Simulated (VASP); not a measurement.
# BeS (F-43m) in VASP: further runs

BeS is run at these levels: PBE; tasks: G0W0 quasiparticle levels.

All numbers are computed with VASP 6.6.1; they aren't measurements. Logs are shortened: lines on timing, memory, paths and dates and some standing lists are left out, and cuts for length are marked.

### Step 1. The cell of the first run

Symmetry: F-43m, No. 216, cubic system. The conventional cell has a = 4.869 Å, b = 4.869 Å, c = 4.869 Å, α = 90.00°, β = 90.00°, γ = 90.00°. Be (site symmetry -43m) has 4 S at 2.11 Å within 2.8 Å. Within 2.8 Å of S (site symmetry -43m) lie 4 Be at 2.11 Å.

### Step 2. G0W0 quasiparticle levels, PBE

Input file POSCAR:

```
BeS
1.0
    0.0000000000      2.4343066372      2.4343066372
    2.4343066372      0.0000000000      2.4343066372
    2.4343066372      2.4343066372      0.0000000000
Be S
1 1
Direct
    0.0000000000      0.0000000000      0.0000000000
    0.2500000000      0.2500000000      0.2500000000
```

Input file INCAR.step1:

```
SYSTEM = BeS
ALGO = Normal
EDIFF = 1E-8
ENCUT = 500
GGA = PE
ISMEAR = 0
LASPH = .True.
LCHARG = .False.
LREAL = .False.
LWAVE = .True.
NELM = 80
PREC = Accurate
SIGMA = 0.01
```

Input file INCAR.step2:

```
SYSTEM = BeS
ALGO = Exact
EDIFF = 1E-8
ENCUT = 500
GGA = PE
ISMEAR = 0
ISTART = 1
LASPH = .True.
LCHARG = .False.
LOPTICS = .True.
LREAL = .False.
LWAVE = .True.
NBANDS = 50
NELM = 1
PREC = Accurate
SIGMA = 0.01
```

Input file INCAR.step3:

```
SYSTEM = BeS
ALGO = EVGW0
EDIFF = 1E-8
ENCUT = 500
ENCUTGW = 80.0
GGA = PE
ISMEAR = 0
ISTART = 1
LASPH = .True.
LCHARG = .False.
LREAL = .False.
LWAVE = .False.
NBANDS = 50
NBANDSGW = 12
NELMGW = 1
NOMEGA = 96
OMEGAMAX = 20
PREC = Accurate
PRECFOCK = Fast
SIGMA = 0.01
```

Input file KPOINTS:

```
k-points
0
Gamma
  8 8 8
  0 0 0
```

Potentials or basis: VASP PAW PBE potentials, release 64 (Be_GW, S_GW).

Command:

```console
> cat potpaw_PBE.64/Be_GW/POTCAR potpaw_PBE.64/S_GW/POTCAR > POTCAR
> cp INCAR.step1 INCAR
> mpirun -np 1 vasp_std > vasp.out
> cp INCAR.step2 INCAR
> mpirun -np 1 vasp_std > vasp.out
> cp INCAR.step3 INCAR
> mpirun -np 1 vasp_std > vasp.out
```

OUTCAR:

```text
SYSTEM = BeS
   EDIFF = 1E-8
   ENCUT = 500
   ENCUTGW = 80.0
   GGA = PE
   ISMEAR = 0
   ISTART = 1
   LASPH = .True.
   LREAL = .False.
   NELMGW = 1
   PREC = Accurate
   PRECFOCK = Fast

 ion  position               nearest neighbor table
   1  0.000  0.000  0.000-   2 2.11   2 2.11   2 2.11   2 2.11
   2  0.250  0.250  0.250-   1 2.11   1 2.11   1 2.11   1 2.11

  LATTYP: Found a face centered cubic cell.
 ALAT       =     4.8686132744

  Lattice vectors:

 A1 = (   0.0000000000,   2.4343066372,   2.4343066372)
 A2 = (   2.4343066372,   0.0000000000,   2.4343066372)
 A3 = (   2.4343066372,   2.4343066372,   0.0000000000)

Analysis of symmetry for initial positions (statically):
=====================================================================
 Subroutine PRICEL returns:
 Original cell was already a primitive cell.

 Routine SETGRP: Setting up the symmetry group for a
 face centered cubic supercell.

 Subroutine GETGRP returns: Found 24 space group operations
 (whereof 24 operations were pure point group operations)
 out of a pool of 48 trial point group operations.

The static configuration has the point symmetry T_d .

Analysis of symmetry for dynamics (positions and initial velocities):
=====================================================================
 Subroutine PRICEL returns:
 Original cell was already a primitive cell.

 Routine SETGRP: Setting up the symmetry group for a
 face centered cubic supercell.

 Subroutine GETGRP returns: Found 24 space group operations
 (whereof 24 operations were pure point group operations)
 out of a pool of 48 trial point group operations.

The dynamic configuration has the point symmetry T_d .

 Subroutine INISYM returns: Found 24 space group operations
 (whereof 24 operations are pure point group operations),
 and found     1 'primitive' translations

----------------------------------------------------------------------------------------

                                     Primitive cell

  volume of cell :      28.8507

  direct lattice vectors                    reciprocal lattice vectors
     0.000000000  2.434306637  2.434306637    -0.205397296  0.205397296  0.205397296
     2.434306637  0.000000000  2.434306637     0.205397296 -0.205397296  0.205397296
     2.434306637  2.434306637  0.000000000     0.205397296  0.205397296 -0.205397296

  length of vectors
     3.442629461  3.442629461  3.442629461     0.355758552  0.355758552  0.355758552

  position of ions in fractional coordinates (direct lattice)
     0.000000000  0.000000000  0.000000000
     0.250000000  0.250000000  0.250000000

  ion indices of the primitive-cell ions
   primitive index   ion index
                 1           1
                 2           2

----------------------------------------------------------------------------------------

 KPOINTS: k-points

Automatic generation of k-mesh.
 Grid dimensions read from file:
 generate k-points for:    8    8    8

 Generating k-lattice:

  Cartesian coordinates                     Fractional coordinates (reciprocal lattice)
    -0.025674662  0.025674662  0.025674662     0.125000000  0.000000000  0.000000000
     0.025674662 -0.025674662  0.025674662     0.000000000  0.125000000  0.000000000
     0.025674662  0.025674662 -0.025674662     0.000000000  0.000000000  0.125000000

  Length of vectors
     0.044469819  0.044469819  0.044469819

  Shift w.r.t. Gamma in fractional coordinates (k-lattice)
     0.000000000  0.000000000  0.000000000

 Subroutine IBZKPT returns following result:
 ===========================================

 Found     29 irreducible k-points:

 Following reciprocal coordinates:
            Coordinates               Weight
  0.000000  0.000000  0.000000      1.000000
  0.125000  0.000000  0.000000      8.000000
  0.250000  0.000000  0.000000      8.000000
  0.375000  0.000000  0.000000      8.000000
  0.500000  0.000000  0.000000      4.000000
  0.125000  0.125000  0.000000      6.000000
[... 16 lines left out ...]
  0.500000  0.250000  0.125000     48.000000
 -0.375000  0.250000  0.125000     24.000000
 [... further k-points ...]
   k-points           NKPTS =     29   k-points in BZ     NKDIM =    512   number of bands    NBANDS=     50
   number of dos      NEDOS =    301   number of ions     NIONS =      2
   total plane-waves  NPLWV =  21952
   dimension x,y,z NGX =    28 NGY =   28 NGZ =   28
   dimension x,y,z NGXF=    56 NGYF=   56 NGZF=   56
   ions per type =               1   1
   NGX,Y,Z   is equivalent  to a cutoff of  13.52, 13.52, 13.52 a.u.
   NGXF,Y,Z  is equivalent  to a cutoff of  27.04, 27.04, 27.04 a.u.
 SYSTEM =  BeS
   PREC   = accura    normal or accurate (medium, high low for compatibility)
   ISTART =      1    job   : 0-new  1-cont  2-samecut
   ICHARG =      0    charge: 1-file 2-atom 10-const
   ISPIN  =      1    spin polarized calculation?
   LNONCOLLINEAR =      F non collinear calculations
   LSORBIT =      F    spin-orbit coupling
   LASPH  =      T    aspherical Exc in radial PAW
   ENCUT  =  500.0 eV  36.75 Ry    6.06 a.u.   6.28  6.28  6.28*2*pi/ulx,y,z
   NELM   =     60;   NELMIN=  2; NELMDL=  0     # of ELM steps
   EDIFF  = 0.1E-07   stopping-criterion for ELM
   LREAL  =      F    real-space projection
   EDIFFG = 0.1E-06   stopping-criterion for IOM
   NSW    =      0    number of steps for IOM
   IBRION =     -1    ionic relax: 0-MD 1-quasi-New 2-CG
   NFREE  =      0    steps in history (QN), initial steepest desc. (CG)
   ISIF   =      0    stress and relaxation
   ISYM   =      3    0-nonsym 1-usesym 2-fastsym
   POTIM  = 0.5000    time-step for ionic-motion
   TEBEG  =    0.0;   TEEND  =   0.0 temperature during run
   PSTRESS=    0.0 pullay stress
   NELECT =       8.0000    total number of electrons
   NUPDOWN=      -1.0000    fix difference up-down
   EMIN   =  10.00;   EMAX   =-10.00  energy-range for DOS
   EFERMI =   0.00;   METHOD = LEGACY
   ISMEAR =     0;   SIGMA  =   0.01  broadening in eV -4-tet -1-fermi 0-gaus
   EFERMI_NEDOS =   21; number of points for ismear=-14 and -15
   IALGO  =     38    algorithm
   IMIX   =      4    mixing-type and parameters
     AMIX     =   0.40;   BMIX     =  1.00
     AMIX_MAG =   1.60;   BMIX_MAG =  1.00
  volume/ion in A,a.u.               =      14.43        97.35
  Fermi-wavevector in a.u.,A,eV,Ry     =   1.067545  2.017368 15.505913  1.139652
  Thomas-Fermi vector in A             =   2.203165
   LORBIT       =      0    0 simple, 1 ext, 2 COOP (PROOUT), +10 PAW based schemes
   GGA     = PE    functional components
   LHFCALC =     T    Hartree Fock is set to
   PRECFOCK=fast      Normal, Fast or Accurate (Low or Medium for compatibility)
   ENCUT4O =  -1.0   cutoff for four orbital integrals eV
   NKREDX  =     1    reduce k-point grid by
   NKREDY  =     1    reduce k-point grid by
   NKREDZ  =     1    reduce k-point grid by
   AEXX    =    1.0000 exact exchange contribution
   HFSCREEN=    0.0000 screening length (either q_TF or 0.3 A-1)
   HFSCREENC=   0.0000 screening length for correlation (either q_TF or 0.3 A-1)
   ENCUTFOCK=  -1.0 apply spherical cutoff to Coloumb kernel
   IVDW    =     0    specifies the selected vdW correction
   LEPSILON=     F    determine dielectric tensor
   LRPA    =     F    only Hartree local field effects (RPA)
   LRPAFORCE           =     F    calculate RPA forces
   ENCUTGW             =  80.0    cutoff for response function in eV
   ENCUTGWSOFT         =  64.0    soft cutoff for Coulomb kernel in GW response function in eV
   ENCUTLF             =  -1.0    cutoff for local field effects
   NELMGW              =     1    number of iterations in solving QP/BSE equation
   NELMHF              =     1    number of iterations in the inner HF iteration
   NKREDLFX            =     1    NKREDLFY  =   1   NKREDLFZ  =   1
 non-spin polarized calculation
 Gauss-broadening in eV      SIGMA  =   0.01
  energy-cutoff  :      500.00
  volume of cell :       28.85
 maximum number of plane-waves:       754
 NGX is ok and might be reduce to    28
  NGX = 16; NGY = 16; NGZ = 16
   NGX = 13   NGY = 13   NGZ = 13
 maximum number of plane-waves:        59
 NGX is ok and might be reduce to    14

 QP shifts <psi_nk| G(iteration)W_0 |psi_nk>: iteration 1
 for sc-GW calculations column KS-energies equals QP-energies in previous step
 and V_xc(KS)=  KS-energies - (<T + V_ion + V_H > + <T+V_H+V_ion>^1  + <V_x>^1)

 k-point   1 :       0.0000    0.0000    0.0000
  band No.  KS-energies  QP-energies   sigma(KS)   V_xc(KS)     V^pw_x(r,r')   Z            occupation Imag(sigma)

      1      -9.9447     -10.6160     -13.7150     -12.8000     -21.3243       0.7337       2.0000       1.4654
      2       3.6760       3.0677     -14.4677     -13.7007     -16.4101       0.7931       2.0000       0.0343
      3       3.6760       3.0677     -14.4677     -13.7007     -16.4101       0.7931       2.0000       0.0343
      4       3.6760       3.0677     -14.4677     -13.7007     -16.4101       0.7931       2.0000       0.0343
      5       9.3298      10.2589      -9.3636     -10.5235      -5.3080       0.8010       0.0000      -0.0521
      6       9.3298      10.2589      -9.3636     -10.5235      -5.3080       0.8010       0.0000      -0.0521
      7       9.3298      10.2589      -9.3636     -10.5235      -5.3080       0.8010       0.0000      -0.0521
      8       9.4619      10.1378      -9.5832     -10.4250      -5.3909       0.8029       0.0000      -0.0550
      9      16.3008      17.3847     -10.0334     -11.4375      -4.9657       0.7720       0.0000      -0.1677
     10      16.3008      17.3847     -10.0334     -11.4375      -4.9657       0.7720       0.0000      -0.1677
     11      18.4752      18.6145      -8.3564      -8.5403      -2.3422       0.7575       0.0000      -0.4084
     12      20.1635      20.4400      -8.3344      -8.6887      -2.2647       0.7805       0.0000      -0.5293

 k-point   2 :       0.1250    0.0000    0.0000
  band No.  KS-energies  QP-energies   sigma(KS)   V_xc(KS)     V^pw_x(r,r')   Z            occupation Imag(sigma)
[... 353 lines left out ...]
      1      -8.0960      -8.5115     -14.3034     -13.7317     -21.5103       0.7268       2.0000       1.0686
      2      -1.5130      -2.5682     -12.8166     -11.3864     -16.2786       0.7378       2.0000       0.1000
      3       0.9353       0.0501     -13.5031     -12.3538     -16.1534       0.7702       2.0000       0.0557
      4       1.8666       1.0815     -13.6783     -12.6712     -16.0191       0.7796       2.0000       0.0448
      5       9.7630      10.4900      -9.1383     -10.0422      -5.0632       0.8044       0.0000      -0.0549
      6      10.2177      11.0420      -9.5765     -10.6116      -5.3241       0.7964       0.0000      -0.0592
      7      12.7211      13.7477     -10.1250     -11.4563      -5.2535       0.7711       0.0000      -0.0884
      8      14.0925      14.9896      -9.9206     -11.0962      -4.8785       0.7631       0.0000      -0.1163
      9      15.0332      15.8476      -9.2947     -10.3696      -3.9215       0.7577       0.0000      -0.1511
     10      18.7380      19.8037     -10.2066     -11.6197      -4.2172       0.7542       0.0000      -0.3930
     11      19.4860      20.2392      -9.7776     -10.7671      -3.7188       0.7612       0.0000      -0.4864
     12      21.2034      21.7024      -8.7511      -9.3921      -2.6160       0.7786       0.0000      -0.6454

 [... further k-points ...]
```

It took 7.9 min on 1 thread of Intel Xeon Platinum 8559C (Emerald Rapids), shared host; peak memory 0.69 GiB.

Results:

```
Quasiparticle gap                                   : 4.22 eV
Least direct quasiparticle gap                      : 7.08 eV
Band gap of the starting levels on the mesh         : 3.13 eV
Least direct gap of the starting levels on the mesh : 5.65 eV
```

Caveat: bands, screening cutoff and mesh are small and nothing is extrapolated, so the quasiparticle values aren't converged.

### Step 3. G0W0 quasiparticle levels, PBE

POSCAR is that of step 2.

Input file INCAR.step1:

```
  PREC = Accurate
  ENCUT = 500
  EDIFF = 1E-8
  ISMEAR = 0
  SIGMA = 0.01
  LREAL = False
  LASPH = True
  NELM = 80
  ALGO = Normal
  LWAVE = True
  LCHARG = False
  GGA = PE
```

Input file INCAR.step2:

```
  PREC = Accurate
  ENCUT = 500
  EDIFF = 1E-8
  ISMEAR = 0
  SIGMA = 0.01
  LREAL = False
  LASPH = True
  NELM = 1
  ALGO = Exact
  LWAVE = True
  LCHARG = False
  GGA = PE
  NBANDS = 69
  LOPTICS = True
  ISTART = 1
```

Input file INCAR.step3:

```
  PREC = Accurate
  ENCUT = 500
  EDIFF = 1E-8
  ISMEAR = 0
  SIGMA = 0.01
  LREAL = False
  LASPH = True
  ALGO = EVGW0
  LWAVE = False
  LCHARG = False
  GGA = PE
  NELMGW = 1
  NBANDS = 69
  ENCUTGW = 100.0
  NOMEGA = 96
  PRECFOCK = Fast
  ISTART = 1
  NBANDSGW = 12
  OMEGAMAX = 20
```

Input file KPOINTS:

```
regular mesh
0
Gamma
  6 6 6
```

Potentials or basis: VASP PAW PBE potentials, release 64 (Be_GW, S_GW).

Command:

```console
> cat potpaw_PBE.64/Be_GW/POTCAR potpaw_PBE.64/S_GW/POTCAR > POTCAR
> cp INCAR.step1 INCAR
> mpirun -np 1 vasp_std > vasp.out
> cp INCAR.step2 INCAR
> mpirun -np 1 vasp_std > vasp.out
> cp INCAR.step3 INCAR
> mpirun -np 1 vasp_std > vasp.out
```

OUTCAR:

```text
PREC = Accurate
   ENCUT = 500
   EDIFF = 1E-8
   ISMEAR = 0
   LREAL = False
   LASPH = True
   GGA = PE
   NELMGW = 1
   ENCUTGW = 100.0
   PRECFOCK = Fast
   ISTART = 1

 ion  position               nearest neighbor table
   1  0.000  0.000  0.000-   2 2.11   2 2.11   2 2.11   2 2.11
   2  0.250  0.250  0.250-   1 2.11   1 2.11   1 2.11   1 2.11

  LATTYP: Found a face centered cubic cell.
 ALAT       =     4.8686132744

  Lattice vectors:

 A1 = (   0.0000000000,   2.4343066372,   2.4343066372)
 A2 = (   2.4343066372,   0.0000000000,   2.4343066372)
 A3 = (   2.4343066372,   2.4343066372,   0.0000000000)

Analysis of symmetry for initial positions (statically):
=====================================================================
 Subroutine PRICEL returns:
 Original cell was already a primitive cell.

[... 156 lines left out ...]
   NELMHF              =     1    number of iterations in the inner HF iteration
   NKREDLFX            =     1    NKREDLFY  =   1   NKREDLFZ  =   1
 non-spin polarized calculation
 Gauss-broadening in eV      SIGMA  =   0.01
  energy-cutoff  :      500.00
  volume of cell :       28.85
 maximum number of plane-waves:       754
 NGX is ok and might be reduce to    28
  NGX = 16; NGY = 16; NGZ = 16
   NGX = 13   NGY = 13   NGZ = 13
 maximum number of plane-waves:        72
 NGX is ok and might be reduce to    14

 QP shifts <psi_nk| G(iteration)W_0 |psi_nk>: iteration 1
 for sc-GW calculations column KS-energies equals QP-energies in previous step
 and V_xc(KS)=  KS-energies - (<T + V_ion + V_H > + <T+V_H+V_ion>^1  + <V_x>^1)

 k-point   1 :       0.0000    0.0000    0.0000
  band No.  KS-energies  QP-energies   sigma(KS)   V_xc(KS)     V^pw_x(r,r')   Z            occupation Imag(sigma)

      1      -9.9430     -10.7030     -13.8527     -12.7998     -21.3238       0.7218       2.0000       1.4525
      2       3.6778       2.9206     -14.6579     -13.7009     -16.4466       0.7913       2.0000       0.0338
      3       3.6778       2.9206     -14.6579     -13.7009     -16.4466       0.7913       2.0000       0.0338
      4       3.6778       2.9206     -14.6579     -13.7009     -16.4466       0.7913       2.0000       0.0338
      5       9.3305      10.1704      -9.4734     -10.5231      -5.2873       0.8002       0.0000      -0.0532
      6       9.3305      10.1704      -9.4734     -10.5231      -5.2873       0.8002       0.0000      -0.0532
      7       9.3305      10.1704      -9.4734     -10.5231      -5.2873       0.8002       0.0000      -0.0532
      8       9.4633      10.0589      -9.6797     -10.4243      -5.3591       0.8000       0.0000      -0.0567
      9      16.3018      17.2457     -10.2081     -11.4373      -4.9615       0.7679       0.0000      -0.1638
     10      16.3018      17.2457     -10.2081     -11.4373      -4.9615       0.7679       0.0000      -0.1638
     11      18.4759      18.5407      -8.4528      -8.5390      -2.3399       0.7520       0.0000      -0.3970
     12      20.1641      20.3632      -8.4313      -8.6875      -2.2634       0.7770       0.0000      -0.5209
[... 228 lines left out ...]
      1      -7.7927      -8.3122     -14.6242     -13.9095     -21.5603       0.7268       2.0000       1.0001
      2      -0.8714      -2.0140     -13.3418     -11.8066     -16.5502       0.7443       2.0000       0.0821
      3       0.3067      -0.7326     -13.4273     -12.0648     -16.1133       0.7628       2.0000       0.0604
      4       0.5350      -0.4596     -13.1656     -11.8710     -15.6642       0.7683       2.0000       0.0554
      5       8.8194       9.3545      -9.3203      -9.9830      -5.3181       0.8074       0.0000      -0.0526
      6      10.3141      11.0192      -9.5202     -10.4029      -5.2079       0.7987       0.0000      -0.0589
      7      13.6230      14.4137      -9.7270     -10.7652      -4.4008       0.7616       0.0000      -0.1129
      8      14.0464      14.9674     -10.2864     -11.5035      -4.9587       0.7568       0.0000      -0.1131
      9      17.8920      18.9103     -10.5094     -11.8662      -4.4992       0.7506       0.0000      -0.3159
     10      18.0339      18.7369     -10.5405     -11.4925      -4.2236       0.7384       0.0000      -0.3755
     11      20.3550      21.3553     -10.4385     -11.7612      -4.0133       0.7563       0.0000      -0.5155
     12      21.8734      22.4729     -10.0847     -10.8458      -3.6642       0.7876       0.0000      -0.7836
```

It took 4.2 min on 1 thread of Intel Xeon Platinum 8259CL at 2.50GHz (Skylake/Cascade Lake), shared host; peak memory 0.4 GiB.

What came out:

| Quantity | Value |
| --- | --- |
| Quasiparticle gap | 4.31 eV |
| Least direct quasiparticle gap | 7.13 eV |
| Band gap of the starting levels on the mesh | 3.13 eV |
| Least direct gap of the starting levels on the mesh | 5.65 eV |

Caveat: the k points lie up to 0.37 Å⁻¹ apart; bands, screening cutoff and mesh are small and nothing is extrapolated, so the quasiparticle values aren't converged.
